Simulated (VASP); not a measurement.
A run of VASP 6.6.1 is set up as follows.

POSCAR

```
Cu
1.0
    2.5791667219      0.0000000000      0.0000000000
   -1.2895833609      2.2336239018      0.0000000000
    0.0000000000      0.0000000000     23.8443920896
Cu
6
Direct
    0.0000000000      0.0000000000      0.3734320076
    0.6666666667      0.3333333333      0.2894029604
    0.3333333333      0.6666666667      0.4577928645
    0.0000000000      0.0000000000      0.6265679924
    0.6666666667      0.3333333333      0.5422071355
    0.3333333333      0.6666666667      0.7105970396
```

Contents of INCAR.step1:

```
PREC = Accurate
ENCUT = 520
ISMEAR = 0
SIGMA = 0.15
LREAL = False
LASPH = True
NELM = 100
NBANDS = 42
GGA = PE
ALGO = Normal
EDIFF = 1E-4
LWAVE = True
LCHARG = False
```

File INCAR.step2:

```
PREC = Accurate
ENCUT = 520
EDIFF = 1E-7
ISMEAR = 0
SIGMA = 0.15
LREAL = False
LASPH = True
NELM = 100
ALGO = Normal
ISIF = 2
LWAVE = False
LCHARG = False
METAGGA = R2SCAN
LMIXTAU = True
NBANDS = 42
ISTART = 1
```

File KPOINTS:

```
Automatic mesh
0
Gamma
  24 24 2
```

Potentials or basis: VASP PAW PBE potentials, release 64 (Cu).

Command:

```bash
$ cat potpaw_PBE.64/Cu/POTCAR > POTCAR
$ cp INCAR.step1 INCAR
$ mpirun -np 1 vasp_std > vasp.out
$ cp INCAR.step2 INCAR
$ mpirun -np 1 vasp_std > vasp.out
```

Q: What does it give for the largest force?

A: 0.094 eV/Å.

Q: Estimate the band gap on the k mesh.

A: Zero (bands 33 and 34 overlap by 4.97 eV).

Forces in eV/Å, atoms in the order of the input:
```
Cu   0.000  0.000 -0.094
Cu   0.000  0.000 -0.031
Cu   0.000  0.000 -0.002
Cu   0.000  0.000  0.094
Cu   0.000  0.000  0.002
Cu   0.000  0.000  0.031
```

Caveat: the cell differs from its parent crystal (strain +0.030 along x and y, -0.030 along z); there is no dipole correction, which matters where the two faces differ; the PAW data sets were made with another functional, which shifts forces and pressure a little.
